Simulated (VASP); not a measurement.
# CsSc (Pmma) in VASP: a series of runs, part 2 of 2

VASP 6.6.1. The steps go on from the part before.

## (5) Relaxation of cell and atoms, PBE

This run uses another cell than the first one, of 54.68 Å³/atom.

Contents of INCAR:

```
SYSTEM = CsSc
ALGO     = Fast           ! electronic algorithm
EDIFF    = 1E-6           ! SCF threshold, eV
EDIFFG   = -0.04          ! ionic threshold
ENCUT    = 600            ! plane-wave cutoff, eV
GGA      = PE             ! functional
IBRION   = 2              ! ionic algorithm
ISIF     = 3              ! what is computed and relaxed
ISMEAR   = 0              ! smearing method
LASPH    = .TRUE.         ! aspherical terms in the spheres
LCHARG   = .FALSE.        ! write CHGCAR
LREAL    = .FALSE.        ! projectors in reciprocal space
LWAVE    = .FALSE.        ! write WAVECAR
NELM     = 60             ! most SCF steps
NSW      = 90             ! ionic steps
PREC     = Accurate       ! precision mode
SIGMA    = 0.1            ! smearing width, eV
```

Contents of KPOINTS:

```
k-points
0
G
  4 6 2
  0 0 0
```

Contents of POSCAR:

```
CsSc
1.0
    5.5552296538      0.0000000000      0.0000000000
    0.0000000000      3.6477946415      0.0000000000
    0.0000000000      0.0000000000     10.7923677506
Cs Sc
2 2
Direct
    0.7500000000      0.0000000000      0.6943958434
    0.2500000000      0.0000000000      0.3056041566
    0.7500000000      0.5000000000      0.0363910200
    0.2500000000      0.5000000000      0.9636089800
```

Potentials or basis: VASP PAW PBE potentials, release 64 (Cs_sv, Sc_sv).

Started as:

```sh
$ cat potpaw_PBE.64/Cs_sv/POTCAR potpaw_PBE.64/Sc_sv/POTCAR > POTCAR
$ mpirun -np 1 vasp_std > vasp.out
```

OUTCAR:

```text
SYSTEM = CsSc
   EDIFF = 1E-6
   EDIFFG = -0.04
   ENCUT = 600
   GGA = PE
   IBRION = 2
   ISIF = 3
   ISMEAR = 0
   LASPH = .TRUE.
   LREAL = .FALSE.
   NELM = 60
   NSW = 90
   PREC = Accurate

 ion  position               nearest neighbor table
   1  0.750  0.000  0.694-
   2  0.250  0.000  0.306-
   3  0.750  0.500  0.036-   4 2.89   4 2.89
   4  0.250  0.500  0.964-   3 2.89   3 2.89

  LATTYP: Found a simple orthorhombic cell.
 ALAT       =     3.6477946415
 B/A-ratio  =     1.5229008757
 C/A-ratio  =     2.9586006920

  Lattice vectors:

 A1 = (   0.0000000000,  -3.6477946415,   0.0000000000)
 A2 = (   5.5552296538,   0.0000000000,   0.0000000000)
 A3 = (   0.0000000000,   0.0000000000,  10.7923677506)

Analysis of symmetry for initial positions (statically):
=====================================================================
 Subroutine PRICEL returns:
 Original cell was already a primitive cell.

 Routine SETGRP: Setting up the symmetry group for a
 simple orthorhombic supercell.

 Subroutine GETGRP returns: Found  8 space group operations
 (whereof  4 operations were pure point group operations)
 out of a pool of  8 trial point group operations.
[... 172 lines left out ...]

------------------------ aborting loop because EDIFF is reached ----------------------------------------

  FORCE on cell =-STRESS in cart. coord.  units (eV):
  Direction    XX          YY          ZZ          XY          YZ          ZX
  --------------------------------------------------------------------------------------
  -------------------------------------------------------------------------------------
  Total        0.0330998      0.0563238      0.6950660      0.0000000      0.0000000      0.0000000
  in kB        0.2424859      0.4126228      5.0919895      0.0000000      0.0000000      0.0000000
  external PRESSURE =       1.9156994 kB  Pullay stress =       0.0000000 kB
[... 95 lines left out ...]
  FREE ENERGIE OF THE ION-ELECTRON SYSTEM (eV)
  ---------------------------------------------------
  free  energy   TOTEN  =       -11.0226091649 eV

  energy  without entropy=      -10.9859425013  energy(sigma->0) =      -11.00427583

[... ionic steps 4 to 10 ...]

--------------------------------------- Ionic step       11  -------------------------------------------

 number of electron      39.9999998 magnetization

------------------------ aborting loop because EDIFF is reached ----------------------------------------
[... 71 lines left out ...]
--------------------------------------- Ionic step       13  -------------------------------------------

 number of electron      40.0000000 magnetization

 Free energy of the ion-electron system (eV)
  ---------------------------------------------------
  ext. energy  EPLUGINS =         0.00000000
  ---------------------------------------------------
  free energy    TOTEN  =       -11.02619131 eV

  energy without entropy =      -10.99089045  energy(sigma->0) =      -11.00854088

 E-fermi :   1.6254     XC(G=0):  -7.0790

 val. band max:        1.6217498679   @ k =   0.2500   0.5000   0.0000
 cond. band min:       1.6484497219   @ k =   0.0000   0.1667   0.0000
 fundamental gap:      0.0266998541
 Fermi energy:         1.6254486106

 k-point     1 :       0.0000    0.0000    0.0000
  band No.  band energies     occupation
      1     -48.5051      2.00000
      2     -48.4243      2.00000
      3     -27.2384      2.00000
      4     -27.2295      2.00000
      5     -27.2132      2.00000
      6     -27.1045      2.00000
[... 668 lines left out ...]
  FREE ENERGIE OF THE ION-ELECTRON SYSTEM (eV)
  ---------------------------------------------------
  free  energy   TOTEN  =       -11.0261913086 eV

  energy  without entropy=      -10.9908904530  energy(sigma->0) =      -11.00854088

 reached required accuracy - stopping structural energy minimisation
```

OSZICAR:

```text
N       E                     dE             d eps       ncg     rms          rms(c)
DAV:   1     0.620562819160E+03    0.62056E+03   -0.18074E+04  1200   0.158E+03
DAV:   2     0.715737139624E+02   -0.54899E+03   -0.54428E+03  1584   0.552E+02
DAV:   3    -0.788512534228E+01   -0.79459E+02   -0.79073E+02  1984   0.202E+02
DAV:   4    -0.125503975963E+02   -0.46653E+01   -0.46196E+01  1744   0.391E+01
[... 236 lines left out ...]
RMM:  12    -0.110261848414E+02   -0.45904E-05   -0.47998E-05   875   0.142E-02    0.201E-03
RMM:  13    -0.110261876061E+02   -0.27647E-05   -0.27513E-05   776   0.103E-02    0.339E-03
RMM:  14    -0.110261895970E+02   -0.19909E-05   -0.20330E-05   749   0.841E-03    0.405E-03
RMM:  15    -0.110261906703E+02   -0.10734E-05   -0.12997E-05   677   0.720E-03    0.379E-03
RMM:  16    -0.110261913086E+02   -0.63828E-06   -0.86548E-06   666   0.624E-03
  13 F= -.11026191E+02 E0= -.11008541E+02  d E =-.162590E-02
```

CONTCAR:

```text
CsSc
   1.00000000000000
     5.5264696223535488    0.0000000000000000    0.0000000000000000
     0.0000000000000000    3.6368354754338794    0.0000000000000000
    -0.0000000000000000    0.0000000000000000   11.1240793829476594
  Cs              Sc
     2     2
Direct
     0.7500000000000000    0.0000000000000000    0.6963355250110651
     0.2500000000000000    0.0000000000000000    0.3036644749889348
     0.7500000000000000    0.5000000000000000    0.0370837960215246
     0.2500000000000000    0.5000000000000000    0.9629162039784755

  0.00000000E+00  0.00000000E+00  0.00000000E+00
  0.00000000E+00  0.00000000E+00  0.00000000E+00
  0.00000000E+00  0.00000000E+00  0.00000000E+00
  0.00000000E+00  0.00000000E+00  0.00000000E+00
```

It took 44 min on 1 thread of Oxide Virtual Turin-like, shared host; peak memory 0.43 GiB.

Results:

- Free energy: -11.0262 eV
- Relaxed volume: 55.90 Å³/atom
- Relaxed cell: a = 5.526 Å, b = 3.637 Å, c = 11.124 Å, α = 90.00°, β = 90.00°, γ = 90.00°
- Space group after relaxing (to 0.1 Å): Pmma (No. 51)
- Energy gained by relaxing: 2.5 meV/atom
- Ionic steps: 13
- Pressure after relaxing: 0.0 GPa
- Largest force after relaxing: 0.039 eV/Å
- Band gap on the k mesh: zero (bands 20 and 21 overlap by 0.12 eV)

Forces in eV/Å, atoms in the order of the input:
```
Cs   0.000  0.000  0.039
Cs   0.000  0.000 -0.039
Sc   0.000  0.000 -0.016
Sc   0.000  0.000  0.016
```

The path:
| step | energy change (eV) | largest force (eV/Å) | pressure (GPa) | volume (Å³) |
| --- | --- | --- | --- | --- |
| 1 | 0.0000 | 0.0770 | 0.19 | 218.70 |
| 2 | -0.0048 | 0.0444 | 0.04 | 220.77 |
| 3 | -0.0065 | 0.0225 | -0.01 | 222.04 |
| 4 | -0.0071 | 0.0547 | -0.24 | 224.58 |
| 5 | -0.0071 | 0.0315 | 0.01 | 222.78 |
| 6 | -0.0073 | 0.0453 | -0.08 | 223.68 |
| 7 | -0.0073 | 0.0407 | -0.04 | 223.51 |
| 8 | -0.0080 | 0.0414 | -0.02 | 223.02 |
| 9 | -0.0084 | 0.0417 | 0.01 | 222.56 |
| 10 | -0.0083 | 0.0417 | 0.07 | 221.65 |
| 11 | -0.0085 | 0.0432 | 0.03 | 222.24 |
| 12 | -0.0089 | 0.0418 | 0.03 | 222.58 |
| 13 | -0.0101 | 0.0392 | 0.00 | 223.58 |

Final structure:
```cif
data_structure
_symmetry_space_group_name_H-M 'P 1'
_symmetry_Int_Tables_number 1
_cell_length_a 5.5265
_cell_length_b 3.6368
_cell_length_c 11.1241
_cell_angle_alpha 90.000
_cell_angle_beta 90.000
_cell_angle_gamma 90.000
_cell_volume 223.58
loop_
_atom_site_label
_atom_site_type_symbol
_atom_site_fract_x
_atom_site_fract_y
_atom_site_fract_z
_atom_site_occupancy
Cs1 Cs 0.75000 0.00000 0.69634 1
Cs2 Cs 0.25000 0.00000 0.30366 1
Sc1 Sc 0.75000 0.50000 0.03708 1
Sc2 Sc 0.25000 0.50000 0.96292 1
```

Caveat: spin-orbit coupling is left out, which moves the levels of the heavy elements.

## (6) Overview

```csv
task,cell,k mesh,cutoff (eV),gap on the mesh (eV),pressure (GPa),largest force (eV/Å)
single point,"a = 5.773, b = 3.820, c = 5.894 Å, 4 atoms, atomic positions A",4 × 6 × 4,520,none,4.8,0.38
single point,"a = 5.536, b = 3.643, c = 11.179 Å, 4 atoms, atomic positions B",4 × 6 × 2,520,none,0.0,0.03
single point,"a = 5.555, b = 3.648, c = 10.792 Å, 4 atoms, atomic positions C",4 × 4 × 4,520,none,0.1,0.01
relaxation of cell and atoms,"relaxed from a = 5.555, b = 3.648, c = 10.792 Å, 4 atoms, atomic positions C",4 × 6 × 2,600,none,0.0,0.04
```

Alike in all rows: level PBE; potentials or basis VASP PAW PBE potentials, release 64 (Cs_sv, Sc_sv); no spin polarisation; smearing gaussian 0.1 eV.

Caveats: some runs use coarse meshes; spin-orbit coupling is left out, which moves the levels of the heavy elements; the cell stands under pressure (at least some runs).

Total energies depend on the potentials used, so only differences within one code and one set of settings carry meaning.

The gap in the log of VASP goes by the Fermi energy; the results here count the filled bands.